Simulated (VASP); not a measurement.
# CsPbI2Br (P4/mmm) in VASP: a series of runs

The runs below take CsPbI2Br through single point, with LDA.

Everything below comes from runs of VASP 6.6.1. Logs are shortened: lines on timing, memory, paths and dates and some standing lists are left out, and cuts for length are marked.

### 1 The cell of the first run

It takes space group P4/mmm (No. 123, tetragonal). The conventional cell has a = 6.375 Å, b = 6.375 Å, c = 6.022 Å, α = 90.00°, β = 90.00°, γ = 90.00°. Cs (site symmetry 4/mmm) has 8 I at 4.38 Å and 4 Br at 4.51 Å and 8 Pb at 5.42 Å within 5.8 Å. Pb (site symmetry 4/mmm) has 2 Br at 3.01 Å and 4 I at 3.19 Å within 4.0 Å. Within 4.2 Å of I (site symmetry mmm) lie 2 Pb at 3.19 Å. Within 4.0 Å of Br (site symmetry 4/mmm) lie 2 Pb at 3.01 Å.

### 2 Single point, LDA (strain +0.0100 x Voigt [0, 0, 1, 0, 0, 0])

INCAR

```
PREC = Accurate
ENCUT = 520
EDIFF = 1E-7
ISMEAR = 0
SIGMA = 0.05
LREAL = False
LASPH = True
NELM = 100
ALGO = Normal
ISIF = 2
LWAVE = False
LCHARG = True
GGA = CA
LELF = True
LVHAR = True
NBANDS = 30
```

KPOINTS

```
Automatic mesh
0
Gamma
  4 4 6
```

POSCAR

```
CsPbI2Br
1.0
    6.3752960000      0.0000000000      0.0000000000
    0.0000000000      6.3752960000      0.0000000000
    0.0000000000      0.0000000000      6.0218422000
Cs Pb I Br
1 1 2 1
Direct
    0.5000000000      0.5000000000      0.5000000000
    0.0000000000      0.0000000000      0.0000000000
    0.0000000000      0.5000000000      0.0000000000
    0.5000000000      0.0000000000      0.0000000000
    0.0000000000      0.0000000000      0.5000000000
```

Potentials or basis: VASP PAW LDA potentials, release 64 (Cs_sv, Pb_d, I, Br).

Launch:

```
$ cat potpaw_LDA.64/Cs_sv/POTCAR potpaw_LDA.64/Pb_d/POTCAR potpaw_LDA.64/I/POTCAR potpaw_LDA.64/Br/POTCAR > POTCAR
$ mpirun -np 1 vasp_std > vasp.out
```

OUTCAR:

```text
PREC = Accurate
   ENCUT = 520
   EDIFF = 1E-7
   ISMEAR = 0
   LREAL = False
   LASPH = True
   NELM = 100
   ISIF = 2
   GGA = CA

 ion  position               nearest neighbor table
   1  0.500  0.500  0.500-
   2  0.000  0.000  0.000-   5 3.01   5 3.01   3 3.19   4 3.19   3 3.19   4 3.19
   3  0.000  0.500  0.000-   2 3.19   2 3.19
   4  0.500  0.000  0.000-   2 3.19   2 3.19
   5  0.000  0.000  0.500-   2 3.01   2 3.01

  LATTYP: Found a simple tetragonal cell.
 ALAT       =     6.3752960000
 C/A-ratio  =     0.9445588409

  Lattice vectors:

 A1 = (   6.3752960000,   0.0000000000,   0.0000000000)
 A2 = (   0.0000000000,   6.3752960000,   0.0000000000)
 A3 = (   0.0000000000,   0.0000000000,   6.0218422000)

Analysis of symmetry for initial positions (statically):
=====================================================================
 Subroutine PRICEL returns:
 Original cell was already a primitive cell.

 Routine SETGRP: Setting up the symmetry group for a
 simple tetragonal supercell.

 Subroutine GETGRP returns: Found 16 space group operations
 (whereof 16 operations were pure point group operations)
 out of a pool of 16 trial point group operations.

The static configuration has the point symmetry D_4h.

Analysis of symmetry for dynamics (positions and initial velocities):
=====================================================================
 Subroutine PRICEL returns:
 Original cell was already a primitive cell.

 Routine SETGRP: Setting up the symmetry group for a
 simple tetragonal supercell.

 Subroutine GETGRP returns: Found 16 space group operations
 (whereof 16 operations were pure point group operations)
 out of a pool of 16 trial point group operations.

The dynamic configuration has the point symmetry D_4h.

 Subroutine INISYM returns: Found 16 space group operations
 (whereof 16 operations are pure point group operations),
 and found     1 'primitive' translations

----------------------------------------------------------------------------------------

                                     Primitive cell

  volume of cell :     244.7542

  direct lattice vectors                    reciprocal lattice vectors
     6.375296000  0.000000000  0.000000000     0.156855462  0.000000000  0.000000000
     0.000000000  6.375296000  0.000000000     0.000000000  0.156855462  0.000000000
     0.000000000  0.000000000  6.021842200     0.000000000  0.000000000  0.166062140

  length of vectors
     6.375296000  6.375296000  6.021842200     0.156855462  0.156855462  0.166062140

  position of ions in fractional coordinates (direct lattice)
     0.500000000  0.500000000  0.500000000
     0.000000000  0.000000000  0.000000000
     0.000000000  0.500000000  0.000000000
     0.500000000  0.000000000  0.000000000
     0.000000000  0.000000000  0.500000000

  ion indices of the primitive-cell ions
   primitive index   ion index
                 1           1
                 2           2
                 3           3
                 4           4
                 5           5

----------------------------------------------------------------------------------------

 KPOINTS: Automatic mesh

Automatic generation of k-mesh.
 Grid dimensions read from file:
 generate k-points for:    4    4    6

 Generating k-lattice:

  Cartesian coordinates                     Fractional coordinates (reciprocal lattice)
     0.039213866  0.000000000  0.000000000     0.250000000  0.000000000  0.000000000
     0.000000000  0.039213866  0.000000000     0.000000000  0.250000000  0.000000000
     0.000000000  0.000000000  0.027677023     0.000000000  0.000000000  0.166666667

  Length of vectors
     0.039213866  0.039213866  0.027677023

  Shift w.r.t. Gamma in fractional coordinates (k-lattice)
     0.000000000  0.000000000  0.000000000

 Subroutine IBZKPT returns following result:
 ===========================================

 Found     24 irreducible k-points:

 Following reciprocal coordinates:
            Coordinates               Weight
  0.000000  0.000000  0.000000      1.000000
  0.250000  0.000000  0.000000      4.000000
  0.500000  0.000000  0.000000      2.000000
  0.250000  0.250000  0.000000      4.000000
  0.500000  0.250000  0.000000      4.000000
  0.500000  0.500000  0.000000      1.000000
[... 16 lines left out ...]
  0.500000  0.250000  0.500000      4.000000
  0.500000  0.500000  0.500000      1.000000
   k-points           NKPTS =     24   k-points in BZ     NKDIM =     24   number of bands    NBANDS=     30
   number of dos      NEDOS =    301   number of ions     NIONS =      5
   total plane-waves  NPLWV = 110592
   dimension x,y,z NGX =    48 NGY =   48 NGZ =   48
   dimension x,y,z NGXF=    96 NGYF=   96 NGZF=   96
   ions per type =               1   1   2   1
   NGX,Y,Z   is equivalent  to a cutoff of  12.52, 12.52, 13.25 a.u.
   NGXF,Y,Z  is equivalent  to a cutoff of  25.03, 25.03, 26.50 a.u.
 SYSTEM =  unknown system
   PREC   = accura    normal or accurate (medium, high low for compatibility)
   ISTART =      0    job   : 0-new  1-cont  2-samecut
   ICHARG =      2    charge: 1-file 2-atom 10-const
   ISPIN  =      1    spin polarized calculation?
   LNONCOLLINEAR =      F non collinear calculations
   LSORBIT =      F    spin-orbit coupling
   LASPH  =      T    aspherical Exc in radial PAW
   ENCUT  =  520.0 eV  38.22 Ry    6.18 a.u.  11.85 11.85 11.20*2*pi/ulx,y,z
   NELM   =    100;   NELMIN=  2; NELMDL= -5     # of ELM steps
   EDIFF  = 0.1E-06   stopping-criterion for ELM
   LREAL  =      F    real-space projection
   EDIFFG = 0.1E-05   stopping-criterion for IOM
   NSW    =      0    number of steps for IOM
   IBRION =     -1    ionic relax: 0-MD 1-quasi-New 2-CG
   NFREE  =      0    steps in history (QN), initial steepest desc. (CG)
   ISIF   =      2    stress and relaxation
   ISYM   =      2    0-nonsym 1-usesym 2-fastsym
   POTIM  = 0.5000    time-step for ionic-motion
   TEBEG  =    0.0;   TEEND  =   0.0 temperature during run
   PSTRESS=    0.0 pullay stress
   NELECT =      44.0000    total number of electrons
   NUPDOWN=      -1.0000    fix difference up-down
   EMIN   =  10.00;   EMAX   =-10.00  energy-range for DOS
   EFERMI =   0.00;   METHOD = LEGACY
   ISMEAR =     0;   SIGMA  =   0.05  broadening in eV -4-tet -1-fermi 0-gaus
   EFERMI_NEDOS =   21; number of points for ismear=-14 and -15
   IALGO  =     38    algorithm
   IMIX   =      4    mixing-type and parameters
     AMIX     =   0.40;   BMIX     =  1.00
     AMIX_MAG =   1.60;   BMIX_MAG =  1.00
  volume/ion in A,a.u.               =      48.95       330.34
  Fermi-wavevector in a.u.,A,eV,Ry     =   0.923951  1.746015 11.615101  0.853686
  Thomas-Fermi vector in A             =   2.049644
   LORBIT       =      0    0 simple, 1 ext, 2 COOP (PROOUT), +10 PAW based schemes
   GGA     = CA    functional components
   LHFCALC =     F    Hartree Fock is set to
   AEXX    =    0.0000 exact exchange contribution
   IVDW    =     0    specifies the selected vdW correction
   LEPSILON=     F    determine dielectric tensor
   LRPA    =     F    only Hartree local field effects (RPA)
 non-spin polarized calculation
 Gauss-broadening in eV      SIGMA  =   0.05
  energy-cutoff  :      520.00
  volume of cell :      244.75
 maximum number of plane-waves:      6620
 NGX is ok and might be reduce to    48
   NGX = 23   NGY = 23   NGZ = 23

 number of electron      44.0000003 magnetization

 Free energy of the ion-electron system (eV)
  ---------------------------------------------------
  ext. energy  EPLUGINS =         0.00000000
  ---------------------------------------------------
  free energy    TOTEN  =       -16.43629636 eV

  energy without entropy =      -16.43629636  energy(sigma->0) =      -16.43629636

 E-fermi :   1.2142     XC(G=0):  -7.6633

 val. band max:        0.9269639132   @ k =   0.5000   0.5000   0.5000
 cond. band min:       2.3029186672   @ k =   0.5000   0.5000   0.5000
 fundamental gap:      1.3759547540
 Fermi energy:         1.2142043629

 k-point     1 :       0.0000    0.0000    0.0000
  band No.  band energies     occupation
      1     -20.3020      2.00000
      2     -15.6972      2.00000
      3     -15.6868      2.00000
      4     -15.6267      2.00000
      5     -15.6109      2.00000
      6     -15.6109      2.00000
[... 22 lines left out ...]
     29       6.3988      0.00000
     30       6.4213      0.00000

 k-point     2 :       0.2500    0.0000    0.0000
  band No.  band energies     occupation
      1     -20.3019      2.00000
      2     -15.6964      2.00000
      3     -15.6822      2.00000
      4     -15.6269      2.00000
      5     -15.6111      2.00000
      6     -15.6109      2.00000
[... 22 lines left out ...]
     29       5.8671      0.00000
     30       6.4399      0.00000

 k-point     3 :       0.5000    0.0000    0.0000
  band No.  band energies     occupation
      1     -20.3017      2.00000
      2     -15.6959      2.00000
      3     -15.6772      2.00000
      4     -15.6272      2.00000
      5     -15.6113      2.00000
      6     -15.6109      2.00000
[... 22 lines left out ...]
     29       6.0689      0.00000
     30       6.8733      0.00000

 k-point     4 :       0.2500    0.2500    0.0000
  band No.  band energies     occupation
      1     -20.3017      2.00000
      2     -15.6947      2.00000
      3     -15.6784      2.00000
      4     -15.6272      2.00000
      5     -15.6111      2.00000
      6     -15.6111      2.00000
[... 22 lines left out ...]
     29       6.2918      0.00000
     30       6.4042      0.00000

 k-point     5 :       0.5000    0.2500    0.0000
  band No.  band energies     occupation
      1     -20.3016      2.00000
      2     -15.6937      2.00000
      3     -15.6739      2.00000
      4     -15.6274      2.00000
      5     -15.6113      2.00000
      6     -15.6111      2.00000
[... 22 lines left out ...]
     29       6.4187      0.00000
     30       6.6945      0.00000
[... 526 lines left out ...]
     29       6.6215      0.00000
     30       6.8955      0.00000

 k-point    22 :       0.2500    0.2500    0.5000
  band No.  band energies     occupation
      1     -20.3011      2.00000
      2     -15.6784      2.00000
      3     -15.6537      2.00000
      4     -15.6272      2.00000
      5     -15.6117      2.00000
      6     -15.6117      2.00000
[... 22 lines left out ...]
     29       6.5239      0.00000
     30       6.6154      0.00000

 k-point    23 :       0.5000    0.2500    0.5000
  band No.  band energies     occupation
      1     -20.3010      2.00000
      2     -15.6744      2.00000
      3     -15.6519      2.00000
      4     -15.6274      2.00000
      5     -15.6120      2.00000
      6     -15.6117      2.00000
[... 22 lines left out ...]
     29       6.1518      0.00000
     30       6.7285      0.00000

 k-point    24 :       0.5000    0.5000    0.5000
  band No.  band energies     occupation
      1     -20.3009      2.00000
      2     -15.6698      2.00000
      3     -15.6508      2.00000
      4     -15.6276      2.00000
      5     -15.6120      2.00000
      6     -15.6120      2.00000
[... 22 lines left out ...]
     29       5.9737      0.00000
     30       6.8971      0.00000

------------------------ aborting loop because EDIFF is reached ----------------------------------------

  FORCE on cell =-STRESS in cart. coord.  units (eV):
  Direction    XX          YY          ZZ          XY          YZ          ZX
  --------------------------------------------------------------------------------------
  -------------------------------------------------------------------------------------
  Total       -2.5311165     -2.5311165     -3.3938479      0.0000000     -0.0000000      0.0000000
  in kB      -16.5688607    -16.5688607    -22.2163584      0.0000000     -0.0000000      0.0000000
  external PRESSURE =     -18.4513599 kB  Pullay stress =       0.0000000 kB

 VOLUME and BASIS-vectors are now :
 -----------------------------------------------------------------------------
  energy-cutoff  :      520.00
  volume of cell :      244.75
      direct lattice vectors                 reciprocal lattice vectors
     6.375296000  0.000000000  0.000000000     0.156855462  0.000000000  0.000000000
     0.000000000  6.375296000  0.000000000     0.000000000  0.156855462  0.000000000
     0.000000000  0.000000000  6.021842200     0.000000000  0.000000000  0.166062140

 POSITION                                       TOTAL-FORCE (eV/Angst)
 -----------------------------------------------------------------------------------
      3.18765      3.18765      3.01092         0.000000      0.000000      0.000000
      0.00000      0.00000      0.00000         0.000000      0.000000      0.000000
      0.00000      3.18765      0.00000         0.000000      0.000000      0.000000
      3.18765      0.00000      0.00000         0.000000      0.000000      0.000000
      0.00000      0.00000      3.01092         0.000000      0.000000      0.000000
 -----------------------------------------------------------------------------------
    total drift:                                0.000000     -0.000000      0.000000

  FREE ENERGIE OF THE ION-ELECTRON SYSTEM (eV)
  ---------------------------------------------------
  free  energy   TOTEN  =       -16.4362963582 eV

  energy  without entropy=      -16.4362963582  energy(sigma->0) =      -16.43629636
```

Wall time 1.9 min (1 thread of Intel Xeon Platinum 8488C (Sapphire Rapids), shared host); peak memory 0.39 GiB.

Results:

```
Free energy            : -16.4363 eV
Pressure               : -1.8 GPa
Band gap on the k mesh : 1.38 eV, direct
```

Stress tensor (GPa, compression positive):
```
-1.66  0.00  0.00
 0.00 -1.66  0.00
 0.00  0.00 -2.22
```

Levels at points of the mesh, in eV from the valence-band top:
```
           k point  band 20  band 21  band 22  band 23  band 24  band 25
(0.00, 0.00, 0.00)    -1.23    -1.20    -1.20     2.88     3.88     4.27
(0.50, 0.00, 0.00)    -1.40    -1.29    -0.88     2.16     4.20     4.74
(0.50, 0.50, 0.00)    -1.35    -0.79    -0.45     1.81     1.81     4.56
(0.00, 0.00, 0.50)    -1.28    -1.28    -1.17     2.41     4.63     4.65
(0.50, 0.00, 0.50)    -1.57    -0.95    -0.49     1.81     1.99     4.76
(0.50, 0.50, 0.50)    -0.92    -0.76     0.00     1.38     1.38     1.47
```

Caveat: the cell differs from its parent crystal (strain +0.0100 x Voigt [0, 0, 1, 0, 0, 0]); spin-orbit coupling is left out, which moves the levels of the heavy elements.

### 3 Single point, LDA (strain -0.0200 x Voigt [0, 0, 1, 0, 0, 0])

INCAR: that of step 2 with these lines changed.

```diff
@@ -11,6 +11,4 @@
 LWAVE = False
-LCHARG = True
+LCHARG = False
 GGA = CA
-LELF = True
-LVHAR = True
 NBANDS = 30
```

KPOINTS

```
regular mesh
0
Gamma
  4 4 6
```

POSCAR: that of step 2 with these lines changed.

```diff
@@ -4,3 +4,3 @@
     0.0000000000      6.3752960000      0.0000000000
-    0.0000000000      0.0000000000      6.0218422000
+    0.0000000000      0.0000000000      5.8429756000
 Cs Pb I Br
```

Potentials or basis: VASP PAW LDA potentials, release 64 (Cs_sv, Pb_d, I, Br).

Launch:

```
$ cat potpaw_LDA.64/Cs_sv/POTCAR potpaw_LDA.64/Pb_d/POTCAR potpaw_LDA.64/I/POTCAR potpaw_LDA.64/Br/POTCAR > POTCAR
$ mpirun -np 1 vasp_std > vasp.out
```

Run time: 1.8 min. Hardware: 1 thread of Intel Xeon Platinum 8488C (Sapphire Rapids), shared host; peak memory 0.39 GiB.

It converged, with:

```yaml
Free_energy: -16.5127 eV
Pressure: -1.4 GPa
Band_gap_on_the_k_mesh: 1.23 eV, direct
```

Stress tensor (GPa, compression positive):
```
-1.56  0.00  0.00
 0.00 -1.56  0.00
 0.00  0.00 -1.10
```

Levels at points of the mesh, in eV from the valence-band top:
| k point | band 18 | band 19 | band 20 | band 21 | band 22 | band 23 | band 24 | band 25 | band 26 | band 27 |
| --- | --- | --- | --- | --- | --- | --- | --- | --- | --- | --- |
| (0.00, 0.00, 0.00) | -1.69 | -1.39 | -1.36 | -1.35 | -1.35 | 2.76 | 3.68 | 4.13 | 4.31 | 4.58 |
| (0.50, 0.00, 0.00) | -1.65 | -1.65 | -1.54 | -1.45 | -1.03 | 2.09 | 4.09 | 4.63 | 4.67 | 4.94 |
| (0.50, 0.50, 0.00) | -1.61 | -1.61 | -1.50 | -0.96 | -0.60 | 1.75 | 1.75 | 4.85 | 5.03 | 5.18 |
| (0.00, 0.00, 0.50) | -2.00 | -1.61 | -1.45 | -1.45 | -1.15 | 2.43 | 4.57 | 4.65 | 4.96 | 4.96 |
| (0.50, 0.00, 0.50) | -1.77 | -1.75 | -1.74 | -1.10 | -0.50 | 1.66 | 2.02 | 4.60 | 4.82 | 5.04 |
| (0.50, 0.50, 0.50) | -1.48 | -1.07 | -1.07 | -0.93 | 0.00 | 1.22 | 1.22 | 1.51 | 3.82 | 4.79 |

Caveat: the cell differs from its parent crystal (strain -0.0200 x Voigt [0, 0, 1, 0, 0, 0]); spin-orbit coupling is left out, which moves the levels of the heavy elements. A k mesh can miss the band edges.
